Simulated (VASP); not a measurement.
# C (P6_3/mmc) in VASP: notebook

Aim: see how the results for C move with the level of theory and the settings. Levels: r2SCAN+rVV10, PBE. Tasks: single point.

The COD entry that gives the cell may itself be a prediction, so a difference from it is no test against experiment.

Program: VASP 6.6.1. These are calculated values, not measurements. Logs are shortened: lines on timing, memory, paths and dates and some standing lists are left out, and cuts for length are marked.

### Step 1. The cell of the first run

It takes space group P6_3/mmc (No. 194, hexagonal). The conventional cell has a = 2.539 Å, b = 2.539 Å, c = 8.292 Å, α = 90.00°, β = 90.00°, γ = 120.00°. Within 2.1 Å of C (site symmetry 3m) lie 4 C at 1.55 Å. C (site symmetry 3m) has 4 C at 1.55 Å within 2.1 Å.

### Step 2. Single point, r2SCAN+rVV10

POSCAR

```
C
1.0
    2.5388031358      0.0000000000      0.0000000000
   -1.2694015679      2.1986680108      0.0000000000
    0.0000000000      0.0000000000      8.2916519209
C
8
Direct
    0.6666666667      0.3333333333      0.8437500000
    0.3333333333      0.6666666667      0.3437500000
    0.6666666667      0.3333333333      0.6562500000
    0.3333333333      0.6666666667      0.1562500000
    0.0000000000      0.0000000000      0.9062500000
    0.0000000000      0.0000000000      0.4062500000
    0.0000000000      0.0000000000      0.5937500000
    0.0000000000      0.0000000000      0.0937500000
```

INCAR.step1

```
PREC = Accurate
ENCUT = 520
ISMEAR = -1
SIGMA = 0.05
LREAL = F
LASPH = T
NELM = 100
NBANDS = 26
GGA = PE
ALGO = Normal
EDIFF = 1E-4
LWAVE = T
LCHARG = F
```

INCAR.step2

```
PREC = Accurate
ENCUT = 520
EDIFF = 1E-6
ISMEAR = -1
SIGMA = 0.05
LREAL = F
LASPH = T
NELM = 100
ALGO = Normal
ISIF = 2
LWAVE = F
LCHARG = F
METAGGA = R2SCAN
LMIXTAU = T
LUSE_VDW = T
IVDW_NL = 2
BPARAM = 11.95
CPARAM = 0.0093
NBANDS = 26
ISTART = 1
```

KPOINTS

```
Automatic mesh
0
Gamma
  12 12 4
```

Potentials or basis: VASP PAW PBE potentials, release 64 (C).

The run is started by

```
$ cat potpaw_PBE.64/C/POTCAR > POTCAR
$ cp INCAR.step1 INCAR
$ mpirun -np 1 vasp_std > vasp.out
$ cp INCAR.step2 INCAR
$ mpirun -np 1 vasp_std > vasp.out
```

OUTCAR:

```text
PREC = Accurate
   ENCUT = 520
   EDIFF = 1E-6
   ISMEAR = -1
   LREAL = F
   LASPH = T
   NELM = 100
   ISIF = 2
   METAGGA = R2SCAN
   IVDW_NL = 2
   BPARAM = 11.95
   ISTART = 1

 ion  position               nearest neighbor table
   1  0.667  0.333  0.844-   3 1.55   5 1.55   5 1.55   5 1.55
   2  0.333  0.667  0.344-   4 1.55   6 1.55   6 1.55   6 1.55
   3  0.667  0.333  0.656-   1 1.55   7 1.55   7 1.55   7 1.55
   4  0.333  0.667  0.156-   2 1.55   8 1.55   8 1.55   8 1.55
   5  0.000  0.000  0.906-   8 1.55   1 1.55   1 1.55   1 1.55
   6  0.000  0.000  0.406-   7 1.55   2 1.55   2 1.55   2 1.55
   7  0.000  0.000  0.594-   6 1.55   3 1.55   3 1.55   3 1.55
   8  0.000  0.000  0.094-   5 1.55   4 1.55   4 1.55   4 1.55

  LATTYP: Found a hexagonal cell.
 ALAT       =     2.5388031358
 C/A-ratio  =     3.2659688355

  Lattice vectors:

 A1 = (   2.5388031358,   0.0000000000,   0.0000000000)
 A2 = (  -1.2694015679,   2.1986680108,   0.0000000000)
 A3 = (   0.0000000000,   0.0000000000,   8.2916519209)

Analysis of symmetry for initial positions (statically):
=====================================================================
 Subroutine PRICEL returns:
 Original cell was already a primitive cell.

 Routine SETGRP: Setting up the symmetry group for a
 hexagonal supercell.

 Subroutine GETGRP returns: Found 24 space group operations
 (whereof 12 operations were pure point group operations)
 out of a pool of 24 trial point group operations.

The static configuration has the point symmetry D_3d.
 The point group associated with its full space group is D_6h.

Analysis of symmetry for dynamics (positions and initial velocities):
=====================================================================
 Subroutine PRICEL returns:
 Original cell was already a primitive cell.

 Routine SETGRP: Setting up the symmetry group for a
 hexagonal supercell.

 Subroutine GETGRP returns: Found 24 space group operations
 (whereof 12 operations were pure point group operations)
 out of a pool of 24 trial point group operations.

The dynamic configuration has the point symmetry D_3d.
 The point group associated with its full space group is D_6h.

 Subroutine INISYM returns: Found 24 space group operations
 (whereof 12 operations are pure point group operations),
 and found     1 'primitive' translations

----------------------------------------------------------------------------------------

                                     Primitive cell

  volume of cell :      46.2839

  direct lattice vectors                    reciprocal lattice vectors
     2.538803136  0.000000000  0.000000000     0.393886389  0.227410413  0.000000000
    -1.269401568  2.198668011  0.000000000     0.000000000  0.454820826  0.000000000
     0.000000000  0.000000000  8.291651921     0.000000000  0.000000000  0.120603230

  length of vectors
     2.538803136  2.538803136  8.291651921     0.454820826  0.454820826  0.120603230

  position of ions in fractional coordinates (direct lattice)
     0.666666667  0.333333333  0.843750000
     0.333333333  0.666666667  0.343750000
     0.666666667  0.333333333  0.656250000
     0.333333333  0.666666667  0.156250000
     0.000000000  0.000000000  0.906250000
     0.000000000  0.000000000  0.406250000
     0.000000000  0.000000000  0.593750000
     0.000000000  0.000000000  0.093750000

  ion indices of the primitive-cell ions
   primitive index   ion index
                 1           1
                 2           2
                 3           3
                 4           4
                 5           5
                 6           6
                 7           7
                 8           8

----------------------------------------------------------------------------------------

 KPOINTS: Automatic mesh

Automatic generation of k-mesh.
 Grid dimensions read from file:
 generate k-points for:   12   12    4

 Generating k-lattice:

  Cartesian coordinates                     Fractional coordinates (reciprocal lattice)
     0.032823866  0.018950868  0.000000000     0.083333333 -0.000000000  0.000000000
     0.000000000  0.037901735  0.000000000     0.000000000  0.083333333  0.000000000
     0.000000000  0.000000000  0.030150807     0.000000000  0.000000000  0.250000000

  Length of vectors
     0.037901735  0.037901735  0.030150807

  Shift w.r.t. Gamma in fractional coordinates (k-lattice)
     0.000000000  0.000000000  0.000000000

 Subroutine IBZKPT returns following result:
 ===========================================

 Found     57 irreducible k-points:

 Following reciprocal coordinates:
            Coordinates               Weight
  0.000000  0.000000  0.000000      1.000000
  0.083333  0.000000  0.000000      6.000000
  0.166667  0.000000  0.000000      6.000000
  0.250000  0.000000  0.000000      6.000000
  0.333333 -0.000000  0.000000      6.000000
  0.416667  0.000000  0.000000      6.000000
[... 16 lines left out ...]
  0.250000  0.000000  0.250000     12.000000
  0.333333 -0.000000  0.250000     12.000000
 [... further k-points ...]
   k-points           NKPTS =     57   k-points in BZ     NKDIM =     57   number of bands    NBANDS=     26
   number of dos      NEDOS =    301   number of ions     NIONS =      8
   total plane-waves  NPLWV =  25600
   dimension x,y,z NGX =    20 NGY =   20 NGZ =   64
   dimension x,y,z NGXF=    40 NGYF=   40 NGZF=  128
   ions per type =               8
   NGX,Y,Z   is equivalent  to a cutoff of  13.10, 13.10, 12.83 a.u.
   NGXF,Y,Z  is equivalent  to a cutoff of  26.19, 26.19, 25.66 a.u.
 SYSTEM =  unknown system
   PREC   = accura    normal or accurate (medium, high low for compatibility)
   ISTART =      1    job   : 0-new  1-cont  2-samecut
   ICHARG =      0    charge: 1-file 2-atom 10-const
   ISPIN  =      1    spin polarized calculation?
   LNONCOLLINEAR =      F non collinear calculations
   LSORBIT =      F    spin-orbit coupling
   LASPH  =      T    aspherical Exc in radial PAW
   ENCUT  =  520.0 eV  38.22 Ry    6.18 a.u.   4.72  4.72 15.42*2*pi/ulx,y,z
   NELM   =    100;   NELMIN=  2; NELMDL=  0     # of ELM steps
   EDIFF  = 0.1E-05   stopping-criterion for ELM
   LREAL  =      F    real-space projection
   EDIFFG = 0.1E-04   stopping-criterion for IOM
   NSW    =      0    number of steps for IOM
   IBRION =     -1    ionic relax: 0-MD 1-quasi-New 2-CG
   NFREE  =      0    steps in history (QN), initial steepest desc. (CG)
   ISIF   =      2    stress and relaxation
   ISYM   =      2    0-nonsym 1-usesym 2-fastsym
   POTIM  = 0.5000    time-step for ionic-motion
   TEBEG  =    0.0;   TEEND  =   0.0 temperature during run
   PSTRESS=    0.0 pullay stress
   NELECT =      32.0000    total number of electrons
   NUPDOWN=      -1.0000    fix difference up-down
   EMIN   =  10.00;   EMAX   =-10.00  energy-range for DOS
   EFERMI =   0.00;   METHOD = LEGACY
   ISMEAR =    -1;   SIGMA  =   0.05  broadening in eV -4-tet -1-fermi 0-gaus
   EFERMI_NEDOS =   21; number of points for ismear=-14 and -15
   IALGO  =     38    algorithm
   IMIX   =      4    mixing-type and parameters
     AMIX     =   0.40;   BMIX     =  1.00
     AMIX_MAG =   1.60;   BMIX_MAG =  1.00
  volume/ion in A,a.u.               =       5.79        39.04
  Fermi-wavevector in a.u.,A,eV,Ry     =   1.447599  2.735565 28.511587  2.095543
  Thomas-Fermi vector in A             =   2.565535
   LORBIT       =      0    0 simple, 1 ext, 2 COOP (PROOUT), +10 PAW based schemes
   METAGGA = R2SCAN    functional components
   LHFCALC =     F    Hartree Fock is set to
   AEXX    =    0.0000 exact exchange contribution
   IVDW_NL    =     2    kernel type
   BPARAM     =11.9500
   IVDW    =     0    specifies the selected vdW correction
   LEPSILON=     F    determine dielectric tensor
   LRPA    =     F    only Hartree local field effects (RPA)
 non-spin polarized calculation
  energy-cutoff  :      520.00
  volume of cell :       46.28
 maximum number of plane-waves:      1267
 NGX is ok and might be reduce to    20
   NGX =  9   NGY =  9   NGZ = 31

 number of electron      31.9999994 magnetization

 Free energy of the ion-electron system (eV)
  ---------------------------------------------------
  ext. energy  EPLUGINS =         0.00000000
  ---------------------------------------------------
  free energy    TOTEN  =       -78.18592150 eV

  energy without entropy =      -78.18592150  energy(sigma->0) =      -78.18592150

 E-fermi :  10.4838     XC(G=0): -14.1794

 val. band max:        9.5751474275   @ k =   0.0000   0.0000   0.0000
 cond. band min:      14.1097648124   @ k =   0.4167   0.0000   0.0000
 fundamental gap:      4.5346173849
 Fermi energy:        10.4837655346

 k-point     1 :       0.0000    0.0000    0.0000
  band No.  band energies     occupation
      1     -13.0192      2.00000
      2     -11.2721      2.00000
      3     -11.2217      2.00000
      4      -7.1409      2.00000
      5      -4.4237      2.00000
      6       2.5076      2.00000
[... 18 lines left out ...]
     25      17.8067      0.00000
     26      17.9608      0.00000

 k-point     2 :       0.0833    0.0000    0.0000
  band No.  band energies     occupation
      1     -12.8432      2.00000
      2     -11.0996      2.00000
      3     -11.0483      2.00000
      4      -6.9816      2.00000
      5      -4.2670      2.00000
      6       2.5858      2.00000
[... 18 lines left out ...]
     25      18.4574      0.00000
     26      18.4771      0.00000

 k-point     3 :       0.1667    0.0000    0.0000
  band No.  band energies     occupation
      1     -12.3175      2.00000
      2     -10.5850      2.00000
      3     -10.5305      2.00000
      4      -6.5062      2.00000
      5      -3.8124      2.00000
      6       2.7017      2.00000
[... 572 lines left out ...]
 k-point    23 :       0.2500    0.0000    0.2500
  band No.  band energies     occupation
      1     -11.3394      2.00000
      2     -10.4641      2.00000
      3      -8.7543      2.00000
      4      -6.4444      2.00000
      5      -2.2856      2.00000
      6       0.7131      2.00000
[... 18 lines left out ...]
     25      20.2199      0.00000
     26      21.6456      0.00000

 k-point    24 :       0.3333   -0.0000    0.2500
  band No.  band energies     occupation
      1     -10.1496      2.00000
      2      -9.2902      2.00000
      3      -7.6190      2.00000
      4      -5.3808      2.00000
      5      -2.2810      2.00000
      6      -1.1511      2.00000
[... 18 lines left out ...]
     25      20.4325      0.00000
     26      22.3350      0.00000

 [... further k-points ...]
[... 5 lines left out ...]
  --------------------------------------------------------------------------------------
  -------------------------------------------------------------------------------------
  Total       -4.1792422     -4.1792422     -0.5496866      0.0000000     -0.0000000      0.0000000
  in kB     -144.6699650   -144.6699650    -19.0281233      0.0000000     -0.0000000      0.0000000
  external PRESSURE =    -102.7893511 kB  Pullay stress =       0.0000000 kB

 VOLUME and BASIS-vectors are now :
 -----------------------------------------------------------------------------
  energy-cutoff  :      520.00
  volume of cell :       46.28
      direct lattice vectors                 reciprocal lattice vectors
     2.538803136  0.000000000  0.000000000     0.393886389  0.227410413  0.000000000
    -1.269401568  2.198668011  0.000000000     0.000000000  0.454820826  0.000000000
     0.000000000  0.000000000  8.291651921     0.000000000  0.000000000  0.120603230

 POSITION                                       TOTAL-FORCE (eV/Angst)
 -----------------------------------------------------------------------------------
      1.26940      0.73289      6.99608         0.000000     -0.000000      0.321944
     -0.00000      1.46578      2.85026        -0.000000      0.000000      0.321944
      1.26940      0.73289      5.44140         0.000000     -0.000000     -0.321944
     -0.00000      1.46578      1.29557        -0.000000      0.000000     -0.321944
      0.00000      0.00000      7.51431        -0.000000      0.000000      0.350125
      0.00000      0.00000      3.36848         0.000000      0.000000      0.350125
      0.00000      0.00000      4.92317        -0.000000     -0.000000     -0.350125
      0.00000      0.00000      0.77734         0.000000     -0.000000     -0.350125
 -----------------------------------------------------------------------------------
    total drift:                               -0.000000      0.000000      0.000000

  FREE ENERGIE OF THE ION-ELECTRON SYSTEM (eV)
  ---------------------------------------------------
  free  energy   TOTEN  =       -78.1859215005 eV

  energy  without entropy=      -78.1859215004  energy(sigma->0) =      -78.18592150
```

Wall time 2.5 min (1 thread of Intel Xeon 6975P-C (Granite Rapids), shared host); peak memory 0.29 GiB.

What came out:

```yaml
Free_energy: -78.1859 eV
Pressure: -10.3 GPa
Largest_force: 0.350 eV/Å
Band_gap_on_the_k_mesh: 4.53 eV, indirect (least direct gap 5.35 eV)
```

Forces on the atoms (eV/Å):
```
C    0.000  0.000  0.322
C    0.000  0.000  0.322
C    0.000  0.000 -0.322
C    0.000  0.000 -0.322
C    0.000  0.000  0.350
C    0.000  0.000  0.350
C    0.000  0.000 -0.350
C    0.000  0.000 -0.350
```

Levels at points of the mesh, in eV from the valence-band top:
| k point | band 14 | band 15 | band 16 | band 17 | band 18 | band 19 |
| --- | --- | --- | --- | --- | --- | --- |
| (0.00, 0.00, 0.00) | -0.23 | 0.00 | 0.00 | 5.35 | 5.35 | 5.90 |
| (0.50, 0.00, 0.00) | -4.76 | -3.85 | -3.06 | 4.59 | 5.71 | 6.09 |
| (0.00, 0.00, 0.50) | -0.71 | -0.71 | -0.71 | 6.18 | 6.18 | 6.18 |
| (0.50, 0.00, 0.50) | -4.92 | -3.81 | -3.81 | 4.96 | 4.96 | 7.37 |

Caveat: the PAW data sets were made with another functional, which shifts forces and pressure a little. A k mesh can miss the band edges.

### Step 3. Single point, PBE (volume scaled by 0.94)

INCAR

```
ALGO     = Normal         # electronic algorithm
EDIFF    = 1E-6           # SCF threshold, eV
ENCUT    = 520            # plane-wave cutoff, eV
GGA      = PE             # functional
ISIF     = 2              # what is computed and relaxed
ISMEAR   = -1             # smearing method
LASPH    = True           # aspherical terms in the spheres
LCHARG   = False          # write CHGCAR
LREAL    = False          # projectors in reciprocal space
LWAVE    = False          # write WAVECAR
NBANDS   = 26             # bands
NELM     = 100            # most SCF steps
PREC     = Accurate       # precision mode
SIGMA    = 0.05           # smearing width, eV
```

KPOINTS

```
k-points
0
Gamma
  12 12 4
```

Changes to POSCAR since step 2:

```diff
@@ -2,5 +2,5 @@
 1.0
-    2.5388031358      0.0000000000      0.0000000000
-   -1.2694015679      2.1986680108      0.0000000000
-    0.0000000000      0.0000000000      8.2916519209
+    2.4706141248      0.0000000000      0.0000000000
+   -1.2353070624      2.1396145950      0.0000000000
+    0.0000000000      0.0000000000      8.0689487361
 C
```

Potentials or basis: VASP PAW PBE potentials, release 64 (C).

The run is started by

```
$ cat potpaw_PBE.64/C/POTCAR > POTCAR
$ mpirun -np 1 vasp_std > vasp.out
```

It took 89 s on 1 thread of AMD EPYC, shared host; peak memory 0.14 GiB.

It converged, with:

| Property | Result |
| --- | --- |
| Free energy | -72.3440 eV |
| Pressure | 33.8 GPa |
| Largest force | 0.370 eV/Å |
| Band gap on the k mesh | 4.56 eV, indirect (least direct gap 5.31 eV) |

Forces on the atoms (eV/Å):
```
C    0.000  0.000  0.355
C    0.000  0.000  0.355
C    0.000  0.000 -0.355
C    0.000  0.000 -0.355
C    0.000  0.000  0.370
C    0.000  0.000  0.370
C    0.000  0.000 -0.370
C    0.000  0.000 -0.370
```

Stress tensor (GPa, compression positive):
```
28.99  0.00  0.00
 0.00 28.99  0.00
 0.00  0.00 43.47
```

Levels at points of the mesh, in eV from the valence-band top:
```
           k point  band 12  band 13  band 14  band 15  band 16  band 17  band 18  band 19  band 20  band 21
(0.00, 0.00, 0.00)    -1.85    -1.85    -0.24     0.00     0.00     5.31     5.31     5.88     7.21     7.21
(0.50, 0.00, 0.00)    -5.34    -5.32    -4.79    -3.93    -3.11     4.59     5.84     6.01     6.17     7.32
(0.00, 0.00, 0.50)    -2.67    -0.72    -0.72    -0.72    -0.72     6.15     6.15     6.15     6.15     7.02
(0.50, 0.00, 0.50)    -6.44    -4.99    -4.99    -3.88    -3.88     4.96     4.96     7.30     7.30     7.84
```

 A k mesh can miss the band edges.

[end of part 1 of 2]
